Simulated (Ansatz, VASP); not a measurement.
## Ge in VASP and in Ansatz

```xyz
2
Lattice="-2.6517 2.6517 1.3974 2.6517 -2.6517 1.3974 2.6517 2.6517 -1.3974" Properties=species:S:1:pos:R:3 pbc="T T T"
Ge    2.6517    0.0000    0.6987
Ge    0.0000    0.0000    1.3974
```

Change from the starting cell: strain +0.030 along x and y, +0.000 along z, atoms carried along.

Alike in both runs: task single point; functional PBEsol; k mesh 20 × 20 × 20; occupations gaussian, width 0.15 eV; no spin polarisation.

|  | VASP | Ansatz |
| --- | --- | --- |
| version | VASP 6.6.1 | Ansatz 0.2.0 |
| potentials or method | VASP PAW PBE potentials, release 64 (Ge_d), cutoff 520 eV | scalar-relativistic, plane waves, PAW |
| valence electrons in the cell | 28 | 28 |

Ansatz gave:

| Quantity | Value |
| --- | --- |
| gap on the k mesh at the Fermi level (eV) | none |
| pressure (GPa) | -4.6 |
| traceless stress, the component that is largest in VASP (GPa) | 1.82 |

**Question.** Which values does VASP return?

**Answer.** gap on the k mesh at the Fermi level (eV): none; pressure (GPa): -4.6; traceless stress, the component that is largest in VASP (GPa): 1.84.

VASP's potentials were made for PBE, not for PBEsol. A gap of «none» marks a metal or a gap that the smearing closes. With one functional, cell and mesh, what is left measures potentials, basis and numerics.
